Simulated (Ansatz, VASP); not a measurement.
One calculation of Hf2H3, two programs

```xyz
5
Lattice="4.0075 0.0000 0.0000 0.0000 4.0075 0.0000 0.0000 0.0000 4.0075" Properties=species:S:1:pos:R:3 pbc="T T T"
Hf    2.0038    2.0038    2.0038
Hf    0.0000    0.0000    0.0000
H     0.0000    2.0038    2.0038
H     2.0038    0.0000    2.0038
H     2.0038    2.0038    0.0000
```

Alike in both runs: task single point; functional PBE; k mesh 4 × 4 × 4; occupations gaussian, width 0.1 eV; no spin polarisation.

```csv
,VASP,Ansatz
version,VASP 6.6.1,Ansatz 0.2.0
potentials or method,"VASP PAW PBE potentials, release 64 (Hf_pv, H), cutoff 520 eV","scalar-relativistic, plane waves, PAW"
valence electrons in the cell,23,55
```

Ansatz gave:

```
gap on the k mesh at the Fermi level (eV) : none
pressure (GPa)                            : -17.3
```

Problem. What did VASP give for the same quantities?

Solution. gap on the k mesh at the Fermi level (eV): none; pressure (GPa): -17.6.

A gap of «none» marks a metal or a gap that the smearing closes. VASP's potentials hold 23 valence electrons a cell and Ansatz's 55, so a difference there can come from the potentials and not from the codes.

The k mesh is coarse, so the values compare programs but aren't converged. Neither program's run includes spin-orbit coupling.
